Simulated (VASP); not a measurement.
# CuI (F-43m) in VASP: a series of runs

CuI is run at these levels: PBE+D4, PBE; tasks: single point.

All numbers are computed with VASP 6.6.1; they aren't measurements. Logs are shortened: lines on timing, memory, paths and dates and some standing lists are left out, and cuts for length are marked.

## 1. The cell of the first run

It takes space group F-43m (No. 216, cubic). Conventional cell: a = 5.970 Å, b = 5.970 Å, c = 5.970 Å, α = 90.00°, β = 90.00°, γ = 90.00°. I (site symmetry -43m) has 4 Cu at 2.59 Å within 3.4 Å. Cu (site symmetry -43m) has 4 I at 2.59 Å within 3.4 Å.

## 2. Single point, PBE+D4

The input, INCAR:

```
SYSTEM = CuI
PREC     = Accurate       ! precision mode
ENCUT    = 520            ! plane-wave cutoff, eV
EDIFF    = 1E-6           ! SCF threshold, eV
ISMEAR   = -1             ! smearing method
SIGMA    = 0.05           ! smearing width, eV
LREAL    = .False.        ! projectors in reciprocal space
LASPH    = .True.         ! aspherical terms in the spheres
NELM     = 100            ! most SCF steps
ALGO     = Normal         ! electronic algorithm
ISIF     = 2              ! what is computed and relaxed
LWAVE    = .False.        ! write WAVECAR
LCHARG   = .False.        ! write CHGCAR
GGA      = PE             ! functional
IVDW     = 13             ! dispersion correction
NBANDS   = 16             ! bands
```

The input, KPOINTS:

```
regular mesh
0
Gamma
  8 8 8
  0 0 0
```

The input, POSCAR:

```
CuI
1.0
    0.0000000000      2.9852339686      2.9852339686
    2.9852339686      0.0000000000      2.9852339686
    2.9852339686      2.9852339686      0.0000000000
I Cu
1 1
Direct
    0.0000000000      0.0000000000      0.0000000000
    0.7500000000      0.7500000000      0.7500000000
```

Potentials or basis: VASP PAW PBE potentials, release 64 (I, Cu).

Started as:

```sh
> cat potpaw_PBE.64/I/POTCAR potpaw_PBE.64/Cu/POTCAR > POTCAR
> mpirun -np 1 vasp_std > vasp.out
```

OUTCAR:

```text
SYSTEM = CuI
   PREC = Accurate
   ENCUT = 520
   EDIFF = 1E-6
   ISMEAR = -1
   LREAL = .False.
   LASPH = .True.
   NELM = 100
   ISIF = 2
   GGA = PE
   IVDW = 13

 ion  position               nearest neighbor table
   1  0.000  0.000  0.000-   2 2.59   2 2.59   2 2.59   2 2.59
   2  0.750  0.750  0.750-   1 2.59   1 2.59   1 2.59   1 2.59

  LATTYP: Found a face centered cubic cell.
 ALAT       =     5.9704679372

  Lattice vectors:

 A1 = (   0.0000000000,   2.9852339686,   2.9852339686)
 A2 = (   2.9852339686,   0.0000000000,   2.9852339686)
 A3 = (   2.9852339686,   2.9852339686,   0.0000000000)

Analysis of symmetry for initial positions (statically):
=====================================================================
 Subroutine PRICEL returns:
 Original cell was already a primitive cell.

 Routine SETGRP: Setting up the symmetry group for a
 face centered cubic supercell.

 Subroutine GETGRP returns: Found 24 space group operations
 (whereof 24 operations were pure point group operations)
 out of a pool of 48 trial point group operations.

The static configuration has the point symmetry T_d .

Analysis of symmetry for dynamics (positions and initial velocities):
=====================================================================
 Subroutine PRICEL returns:
 Original cell was already a primitive cell.

 Routine SETGRP: Setting up the symmetry group for a
 face centered cubic supercell.

 Subroutine GETGRP returns: Found 24 space group operations
 (whereof 24 operations were pure point group operations)
 out of a pool of 48 trial point group operations.

The dynamic configuration has the point symmetry T_d .

 Subroutine INISYM returns: Found 24 space group operations
 (whereof 24 operations are pure point group operations),
 and found     1 'primitive' translations

----------------------------------------------------------------------------------------

                                     Primitive cell

  volume of cell :      53.2066

  direct lattice vectors                    reciprocal lattice vectors
     0.000000000  2.985233969  2.985233969    -0.167491059  0.167491059  0.167491059
     2.985233969  0.000000000  2.985233969     0.167491059 -0.167491059  0.167491059
     2.985233969  2.985233969  0.000000000     0.167491059  0.167491059 -0.167491059

  length of vectors
     4.221758365  4.221758365  4.221758365     0.290103025  0.290103025  0.290103025

  position of ions in fractional coordinates (direct lattice)
     0.000000000  0.000000000  0.000000000
     0.750000000  0.750000000  0.750000000

  ion indices of the primitive-cell ions
   primitive index   ion index
                 1           1
                 2           2

----------------------------------------------------------------------------------------

 KPOINTS: regular mesh

Automatic generation of k-mesh.
 Grid dimensions read from file:
 generate k-points for:    8    8    8

 Generating k-lattice:

  Cartesian coordinates                     Fractional coordinates (reciprocal lattice)
    -0.020936382  0.020936382  0.020936382     0.125000000  0.000000000  0.000000000
     0.020936382 -0.020936382  0.020936382     0.000000000  0.125000000  0.000000000
     0.020936382  0.020936382 -0.020936382     0.000000000  0.000000000  0.125000000

  Length of vectors
     0.036262878  0.036262878  0.036262878

  Shift w.r.t. Gamma in fractional coordinates (k-lattice)
     0.000000000  0.000000000  0.000000000

 Subroutine IBZKPT returns following result:
 ===========================================

 Found     29 irreducible k-points:

 Following reciprocal coordinates:
            Coordinates               Weight
  0.000000  0.000000  0.000000      1.000000
  0.125000  0.000000  0.000000      8.000000
  0.250000  0.000000  0.000000      8.000000
  0.375000  0.000000  0.000000      8.000000
  0.500000  0.000000  0.000000      4.000000
  0.125000  0.125000  0.000000      6.000000
[... 16 lines left out ...]
  0.500000  0.250000  0.125000     48.000000
 -0.375000  0.250000  0.125000     24.000000
 [... further k-points ...]
   k-points           NKPTS =     29   k-points in BZ     NKDIM =     29   number of bands    NBANDS=     16
   number of dos      NEDOS =    301   number of ions     NIONS =      2
   total plane-waves  NPLWV =  32768
   dimension x,y,z NGX =    32 NGY =   32 NGZ =   32
   dimension x,y,z NGXF=    64 NGYF=   64 NGZF=   64
   ions per type =               1   1
   NGX,Y,Z   is equivalent  to a cutoff of  12.60, 12.60, 12.60 a.u.
   NGXF,Y,Z  is equivalent  to a cutoff of  25.20, 25.20, 25.20 a.u.
 SYSTEM =  CuI
   PREC   = accura    normal or accurate (medium, high low for compatibility)
   ISTART =      0    job   : 0-new  1-cont  2-samecut
   ICHARG =      2    charge: 1-file 2-atom 10-const
   ISPIN  =      1    spin polarized calculation?
   LNONCOLLINEAR =      F non collinear calculations
   LSORBIT =      F    spin-orbit coupling
   LASPH  =      T    aspherical Exc in radial PAW
   ENCUT  =  520.0 eV  38.22 Ry    6.18 a.u.   7.85  7.85  7.85*2*pi/ulx,y,z
   NELM   =    100;   NELMIN=  2; NELMDL= -5     # of ELM steps
   EDIFF  = 0.1E-05   stopping-criterion for ELM
   LREAL  =      F    real-space projection
   EDIFFG = 0.1E-04   stopping-criterion for IOM
   NSW    =      0    number of steps for IOM
   IBRION =     -1    ionic relax: 0-MD 1-quasi-New 2-CG
   NFREE  =      0    steps in history (QN), initial steepest desc. (CG)
   ISIF   =      2    stress and relaxation
   ISYM   =      2    0-nonsym 1-usesym 2-fastsym
   POTIM  = 0.5000    time-step for ionic-motion
   TEBEG  =    0.0;   TEEND  =   0.0 temperature during run
   PSTRESS=    0.0 pullay stress
   NELECT =      18.0000    total number of electrons
   NUPDOWN=      -1.0000    fix difference up-down
   EMIN   =  10.00;   EMAX   =-10.00  energy-range for DOS
   EFERMI =   0.00;   METHOD = LEGACY
   ISMEAR =    -1;   SIGMA  =   0.05  broadening in eV -4-tet -1-fermi 0-gaus
   EFERMI_NEDOS =   21; number of points for ismear=-14 and -15
   IALGO  =     38    algorithm
   IMIX   =      4    mixing-type and parameters
     AMIX     =   0.40;   BMIX     =  1.00
     AMIX_MAG =   1.60;   BMIX_MAG =  1.00
  volume/ion in A,a.u.               =      26.60       179.53
  Fermi-wavevector in a.u.,A,eV,Ry     =   1.140715  2.155639 17.704330  1.301232
  Thomas-Fermi vector in A             =   2.277417
   LORBIT       =      0    0 simple, 1 ext, 2 COOP (PROOUT), +10 PAW based schemes
   GGA     = PE    functional components
   LHFCALC =     F    Hartree Fock is set to
   AEXX    =    0.0000 exact exchange contribution
   IVDW    =    13    specifies the selected vdW correction
   LEPSILON=     F    determine dielectric tensor
   LRPA    =     F    only Hartree local field effects (RPA)
 non-spin polarized calculation
  energy-cutoff  :      520.00
  volume of cell :       53.21
 maximum number of plane-waves:      1459
   NGX = 15   NGY = 15   NGZ = 15

 number of electron      18.0000003 magnetization

 Free energy of the ion-electron system (eV)
  ---------------------------------------------------
  ext. energy  EPLUGINS =         0.00000000
  ---------------------------------------------------
  free energy    TOTEN  =        -5.54015415 eV

  energy without entropy =       -5.54015412  energy(sigma->0) =       -5.54015413

 E-fermi :   5.6139     XC(G=0):  -9.1526

 val. band max:        4.9407565781   @ k =   0.0000   0.0000   0.0000
 cond. band min:       6.2114404161   @ k =   0.0000   0.0000   0.0000
 fundamental gap:      1.2706838381
 Fermi energy:         5.6138880202

 k-point     1 :       0.0000    0.0000    0.0000
  band No.  band energies     occupation
      1      -9.3190      2.00000
      2       1.0881      2.00000
      3       1.0881      2.00000
      4       1.0881      2.00000
      5       2.8923      2.00000
      6       2.8923      2.00000
[... 8 lines left out ...]
     15      14.6018      0.00000
     16      14.6018      0.00000

 k-point     2 :       0.1250    0.0000    0.0000
  band No.  band energies     occupation
      1      -9.2383      2.00000
      2       0.7911      2.00000
      3       1.0958      2.00000
      4       1.0958      2.00000
      5       2.8854      2.00000
      6       2.8854      2.00000
[... 8 lines left out ...]
     15      13.8997      0.00000
     16      13.9464      0.00000

 k-point     3 :       0.2500    0.0000    0.0000
  band No.  band energies     occupation
      1      -9.0306      2.00000
      2       0.0717      2.00000
      3       1.1108      2.00000
      4       1.1108      2.00000
      5       2.8819      2.00000
      6       2.8819      2.00000
[... 8 lines left out ...]
     15      13.6958      0.00000
     16      13.8744      0.00000

 k-point     4 :       0.3750    0.0000    0.0000
  band No.  band energies     occupation
      1      -8.8006      2.00000
      2      -0.6379      2.00000
      3       1.1202      2.00000
      4       1.1202      2.00000
      5       2.9031      2.00000
      6       2.9031      2.00000
[... 8 lines left out ...]
     15      14.6569      0.00000
     16      14.6569      0.00000
[... 324 lines left out ...]
 k-point    22 :       0.3750    0.2500    0.1250
  band No.  band energies     occupation
      1      -8.8688      2.00000
      2      -0.1342      2.00000
      3       0.8747      2.00000
      4       1.1005      2.00000
      5       2.8158      2.00000
      6       2.9320      2.00000
[... 8 lines left out ...]
     15      15.3381      0.00000
     16      16.4012      0.00000

 k-point    23 :       0.5000    0.2500    0.1250
  band No.  band energies     occupation
      1      -8.6771      2.00000
      2      -0.4935      2.00000
      3       0.6410      2.00000
      4       1.0900      2.00000
      5       2.8411      2.00000
      6       2.9083      2.00000
[... 8 lines left out ...]
     15      15.7149      0.00000
     16      16.5364      0.00000

 k-point    24 :      -0.3750    0.2500    0.1250
  band No.  band energies     occupation
      1      -8.5925      2.00000
      2      -0.6491      2.00000
      3       0.5386      2.00000
      4       1.0783      2.00000
      5       2.8218      2.00000
      6       2.9037      2.00000
[... 8 lines left out ...]
     15      15.7884      0.00000
     16      16.4025      0.00000

 [... further k-points ...]

------------------------ aborting loop because EDIFF is reached ----------------------------------------

  DFT-D4 for vdW energy calculation

  Edisp (eV):   -0.76761

  FORCE on cell =-STRESS in cart. coord.  units (eV):
  Direction    XX          YY          ZZ          XY          YZ          ZX
  --------------------------------------------------------------------------------------
  -------------------------------------------------------------------------------------
  Total      -0.00905    -0.00905    -0.00905    -0.00000     0.00000     0.00000
  in kB      -0.27259    -0.27259    -0.27259    -0.00000     0.00000     0.00000
  external pressure =       -0.27 kB  Pullay stress =        0.00 kB

 VOLUME and BASIS-vectors are now :
 -----------------------------------------------------------------------------
  energy-cutoff  :      520.00
  volume of cell :       53.21
      direct lattice vectors                 reciprocal lattice vectors
     0.000000000  2.985233969  2.985233969    -0.167491059  0.167491059  0.167491059
     2.985233969  0.000000000  2.985233969     0.167491059 -0.167491059  0.167491059
     2.985233969  2.985233969  0.000000000     0.167491059  0.167491059 -0.167491059

 POSITION                                       TOTAL-FORCE (eV/Angst)
 -----------------------------------------------------------------------------------
      0.00000      0.00000      0.00000        -0.000000     -0.000000     -0.000000
      4.47785      4.47785      4.47785         0.000000      0.000000      0.000000
 -----------------------------------------------------------------------------------
    total drift:                               -0.000001     -0.000001     -0.000001

  FREE ENERGIE OF THE ION-ELECTRON SYSTEM (eV)
  ---------------------------------------------------
  free  energy   TOTEN  =        -6.3077652412 eV

  energy  without entropy=       -6.3077652055  energy(sigma->0) =       -6.30776522
```

Wall time 37 s (1 thread of Intel Xeon 8259CL, shared host); peak memory 0.19 GiB.

What came out:

* Free energy: -6.3078 eV
* Pressure: 0.0 GPa
* Band gap on the k mesh: 1.27 eV
* Dispersion energy per atom: -0.384 eV

Levels at points of the mesh, in eV from the valence-band top:
| k point | band 6 | band 7 | band 8 | band 9 | band 10 | band 11 | band 12 | band 13 |
| --- | --- | --- | --- | --- | --- | --- | --- | --- |
| (0.00, 0.00, 0.00) | -2.05 | 0.00 | 0.00 | 0.00 | 1.27 | 4.82 | 4.82 | 4.82 |
| (0.50, 0.00, 0.00) | -2.02 | -1.97 | -0.78 | -0.78 | 2.20 | 5.37 | 5.37 | 7.47 |
| (0.50, 0.50, 0.00) | -1.98 | -1.96 | -1.66 | -1.66 | 2.62 | 2.88 | 9.51 | 10.00 |

Caveat: spin-orbit coupling is left out, which moves the levels of the heavy elements.

## 3. Single point, PBE

This run uses another cell than the first one, of 27.86 Å³/atom.

The input, INCAR:

```
SYSTEM = CuI
PREC = Accurate
ENCUT = 520
EDIFF = 1E-7
ISMEAR = 0
SIGMA = 0.03
LREAL = .False.
LASPH = .True.
NELM = 100
ALGO = Normal
ISIF = 2
LWAVE = .False.
LCHARG = .True.
GGA = PE
LELF = .True.
LVHAR = .True.
NBANDS = 16
```

The input, KPOINTS:

```
Automatic mesh
0
Gamma
  8 8 8
  0 0 0
```

The input, POSCAR:

```
CuI
1.0
    0.0000000000      3.0315000000      3.0315000000
    3.0315000000      0.0000000000      3.0315000000
    3.0315000000      3.0315000000      0.0000000000
I Cu
1 1
Direct
    0.0000000000      0.0000000000      0.0000000000
    0.7500000000      0.7500000000      0.7500000000
```

Potentials or basis: VASP PAW PBE potentials, release 64 (I, Cu).

Started as:

```sh
> cat potpaw_PBE.64/I/POTCAR potpaw_PBE.64/Cu/POTCAR > POTCAR
> mpirun -np 1 vasp_std > vasp.out
```

It took 45 s on 1 thread of Intel Xeon 8259CL, shared host; peak memory 0.18 GiB.

Results (log left out):

```yaml
Free_energy: -5.5620 eV
Pressure: 0.3 GPa
Band_gap_on_the_k_mesh: 1.14 eV
```

Levels at points of the mesh, in eV from the valence-band top:
```
           k point  band 6  band 7  band 8  band 9  band 10  band 11  band 12  band 13
(0.00, 0.00, 0.00)   -1.85    0.00    0.00    0.00     1.14     4.87     4.87     4.87
(0.50, 0.00, 0.00)   -1.82   -1.78   -0.71   -0.71     2.16     5.41     5.41     7.40
(0.50, 0.50, 0.00)   -1.79   -1.76   -1.50   -1.50     2.72     2.91     9.19     9.76
```

Caveat: spin-orbit coupling is left out, which moves the levels of the heavy elements.

## 4. Single point, PBE

This run uses another cell than the first one, of 27.86 Å³/atom.

The input, INCAR:

```
SYSTEM = CuI
PREC = Accurate
ENCUT = 520
EDIFF = 1E-7
ISMEAR = 0
SIGMA = 0.015
LREAL = .False.
LASPH = .True.
NELM = 80
ALGO = Normal
ISIF = 2
LWAVE = .False.
LCHARG = .False.
GGA = PE
NBANDS = 16
```

KPOINTS is that of step 3.

POSCAR is that of step 3.

Started as:

```sh
> cat potpaw_PBE.64/I/POTCAR potpaw_PBE.64/Cu/POTCAR > POTCAR
> mpirun -np 1 vasp_std > vasp.out
```

It took 45 s on 1 thread of Intel Xeon 8259CL, shared host; peak memory 0.19 GiB.

It converged, with:

| Quantity | Value |
| --- | --- |
| Free energy | -5.5620 eV |
| Pressure | 0.3 GPa |
| Band gap on the k mesh | 1.14 eV |

Levels at points of the mesh, in eV from the valence-band top:
```
           k point  band 6  band 7  band 8  band 9  band 10  band 11  band 12  band 13
(0.00, 0.00, 0.00)   -1.85    0.00    0.00    0.00     1.14     4.87     4.87     4.87
(0.50, 0.00, 0.00)   -1.82   -1.78   -0.71   -0.71     2.16     5.41     5.41     7.40
(0.50, 0.50, 0.00)   -1.79   -1.76   -1.50   -1.50     2.72     2.91     9.19     9.76
```

Caveat: spin-orbit coupling is left out, which moves the levels of the heavy elements.

## 5. Summary

```tsv
level	cell	smearing	gap on the mesh (eV)	pressure (GPa)
PBE+D4	a = 4.222 Å, angles 60.0°, 2 atoms	fermi-dirac 0.05 eV	1.27	0.0
PBE	a = 4.287 Å, angles 60.0°, 2 atoms	gaussian 0.03 eV	1.14	0.3
PBE	a = 4.287 Å, angles 60.0°, 2 atoms	gaussian 0.015 eV	1.14	0.3
```

Alike in all rows: task single point; potentials or basis VASP PAW PBE potentials, release 64 (I, Cu); no spin polarisation; k mesh 8 × 8 × 8; cutoff (eV) 520.

Caveats: spin-orbit coupling is left out, which moves the levels of the heavy elements.

Absolute energies hang on the potentials; compare differences alone.
